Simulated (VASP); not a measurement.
Wanted: the native input for a VASP 6.6.1 run.

```
Task                               : single point
Functional                         : PBE-based global hybrid with 25 % exact exchange
Potentials or basis                : VASP PAW PBE potentials, release 64 (N, B)
Cutoff                             : 520 eV
k mesh                             : 7 × 7 × 7
Occupations                        : fermi-dirac, width 0.05 eV
Spin                               : no spin polarisation
Dipole correction                  : no
Grid for exact exchange (PRECFOCK) : Normal
Share of exact exchange            : 0.25
Further INCAR settings             : ALGO = Normal; EDIFF = 1e-07; NBANDS = 11
```

BN:

```
N B
1.0
     0.00000    1.81300    1.81300
     1.81300    0.00000    1.81300
     1.81300    1.81300    0.00000
N B
1 1
Cartesian
  0.9065 0.9065 0.9065
  0.0000 0.0000 0.0000
```

These files were run (other wordings do the same):

POSCAR

```
BN
1.0
    0.0000000000      1.8130010000      1.8130010000
    1.8130010000      0.0000000000      1.8130010000
    1.8130010000      1.8130010000      0.0000000000
N B
1 1
Direct
    0.2500000000      0.2500000000      0.2500000000
    0.0000000000      0.0000000000      0.0000000000
```

INCAR.step1

```
SYSTEM = BN
PREC = Accurate ; ENCUT = 520
EDIFF = 1E-5 ; ISMEAR = -1
SIGMA = 0.05 ; LREAL = .False.
LASPH = .True. ; NELM = 60
ALGO = Normal ; ISIF = 2
LWAVE = .True. ; LCHARG = .False.
GGA = PE ; NBANDS = 11
```

INCAR.step2

```
SYSTEM = BN
PREC = Accurate ; ENCUT = 520
EDIFF = 1E-7 ; ISMEAR = -1
SIGMA = 0.05 ; LREAL = .False.
LASPH = .True. ; NELM = 60
ALGO = Normal ; ISIF = 2
LWAVE = .False. ; LCHARG = .False.
GGA = PE ; LHFCALC = .True.
AEXX = 0.25 ; PRECFOCK = Normal
ISTART = 1 ; NBANDS = 11
```

KPOINTS

```
Automatic mesh
0
Gamma
  7 7 7
  0 0 0
```

Potentials or basis: VASP PAW PBE potentials, release 64 (N, B).

The run is started by

```sh
$ cat potpaw_PBE.64/N/POTCAR potpaw_PBE.64/B/POTCAR > POTCAR
$ cp INCAR.step1 INCAR
$ mpirun -np 1 vasp_std > vasp.out
$ cp INCAR.step2 INCAR
$ mpirun -np 1 vasp_std > vasp.out
```

It gave:

- Pressure: -9.1 GPa
- Band gap on the k mesh: 6.81 eV (least direct gap 11.28 eV)

Caveat: the k points lie up to 0.43 Å⁻¹ apart; the PAW data sets were made with another functional, which shifts forces and pressure a little; an odd mesh through Γ misses points on the zone boundary, where band edges can lie.

It took 13 min on 1 thread of Intel Xeon 8259CL (shared host), peak memory 0.1 GiB.
